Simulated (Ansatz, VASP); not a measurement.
**SiC in VASP and in Ansatz**

File INCAR:

```
PREC = Accurate
ENCUT = 520
EDIFF = 1E-6
ISMEAR = 0
SIGMA = 0.05
LREAL = False
LASPH = True
NELM = 100
ALGO = Normal
ISIF = 2
LWAVE = False
LCHARG = False
GGA = PE
NBANDS = 16
```

The input KPOINTS:

```
Automatic mesh
0
Gamma
  12 12 6
```

POSCAR

```
SiC
1.0
    3.0759982064      0.0000000000      0.0000000000
   -1.5379991032      2.6638925888      0.0000000000
    0.0000000000      0.0000000000      5.0480000000
Si C
2 2
Direct
    0.3755647658      0.7511295316      0.0000000000
    0.6244352342      0.2488704684      0.5000000000
    0.2947881861      0.5895763723      0.3850000000
    0.7052118139      0.4104236277      0.8850000000
```

Input for Ansatz:

```yaml
crystal:
  lattice:
    - [3.0759982064, 0.0, 0.0]
    - [-1.5379991032, 2.6638925888, 0.0]
    - [0.0, 0.0, 5.048]
  atoms:
    - { symbol: Si, position: [0.3755647658, 0.7511295316, 0.0] }
    - { symbol: Si, position: [0.6244352342, 0.2488704684, 0.5] }
    - { symbol: C, position: [0.2947881861, 0.5895763723, 0.385] }
    - { symbol: C, position: [0.7052118139, 0.4104236277, 0.885] }
basis:
  ecutwfc: 420
kpoints:
  mp_grid: { grid: [12, 12, 6] }
hamiltonian:
  xc: pbe
scf:
  occupations: { method: gaussian, width: 0.05 }
output:
  forces: true
  stress: true
  eigenvalues: true
```

Change from the starting cell: mode 4 (260.4 1/cm) frozen in, largest displacement -0.225 Å.

Alike in both runs: task single point; functional PBE; k mesh 12 × 12 × 6; occupations gaussian, width 0.05 eV; no spin polarisation.

```csv
,VASP,Ansatz
version,VASP 6.6.1,Ansatz 0.2.0
potentials or method,"VASP PAW PBE potentials, release 64 (Si, C), cutoff 520 eV","scalar-relativistic, plane waves, PAW"
valence electrons in the cell,16,16
```

```csv
,VASP,Ansatz,Ansatz less VASP
gap on the k mesh at the Fermi level (eV),1.67,1.67,+0.004
least direct gap on the mesh (eV),3.80,3.80,+0.001
pressure (GPa),2.8,2.8,+0.04
"traceless stress, the component that is largest in VASP (GPa)",5.02,4.99,-0.026
rms of the force components (eV/Å),0.841,0.841,-0.0004
```

Atom by atom the forces differ by 0.002 eV/Å (rms over components). With one functional, cell and mesh, what is left measures potentials, basis and numerics.
